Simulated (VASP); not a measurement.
**TiSi: single point with r2SCAN**

Crystal: TiSi.

```
CELL_PARAMETERS angstrom
1.78894 -2.08586 0.00000
1.78894 2.08586 0.00000
0.00000 0.00000 3.91805
ATOMIC_POSITIONS crystal
Ti 0.50000 0.50000 0.00000
Si 0.00000 0.00000 0.50000
```

This cell differs from its parent crystal: strain -0.015 along x and y, +0.030 along z.

| Quantity | Value |
| --- | --- |
| Program | VASP 6.6.1 |
| Task | single point |
| Functional | r2SCAN |
| Potentials or basis | VASP PAW PBE potentials, release 64 (Ti_sv, Si) |
| Cutoff | 520 eV |
| k mesh | 18 × 18 × 12 |
| Occupations | gaussian, width 0.15 eV |
| Spin | no spin polarisation |

```json
{
 "Pressure": "-2.2 GPa",
 "Band gap on the k mesh": "zero (band 8 reaches 11.06 eV, above the bottom of band 9 at 9.26 eV)"
}
```

Stress tensor (GPa, compression positive):
```
 0.35  0.00  0.00
 0.00 -1.23  0.00
 0.00  0.00 -5.69
```

Levels at points of the mesh, in eV from the Fermi level:
```
           k point  band 4  band 5  band 6  band 7  band 8  band 9  band 10  band 11  band 12  band 13
(0.00, 0.00, 0.00)  -33.85  -12.57   -2.70   -2.44   -1.29    1.91     2.66     3.39     5.89     6.22
(0.50, 0.00, 0.00)  -33.86   -8.04   -6.83   -3.26   -0.95    2.12     2.64     4.42     4.70     4.95
(0.50, 0.50, 0.00)  -34.31   -5.82   -4.09   -1.63   -1.24   -0.97    -0.33     3.04     3.07     4.42
(0.00, 0.00, 0.50)  -33.85  -11.33   -7.01   -1.04    0.29    0.99     2.10     3.47     7.37     8.74
(0.50, 0.00, 0.50)  -33.86   -8.36   -5.45   -2.87   -1.89    1.28     2.24     2.24     3.24     6.21
(0.50, 0.50, 0.50)  -34.33   -5.16   -3.93   -3.45   -3.06    2.21     2.64     2.66     3.96     4.43
```

Run time: 22 min on 1 thread of AMD EPYC 7R43 64-Core Processor (Zen 3), on a shared host, peak memory 0.33 GiB.

Caveat: the cell differs from its parent crystal (strain -0.015 along x and y, +0.030 along z); the PAW data sets were made with another functional, which shifts forces and pressure a little.
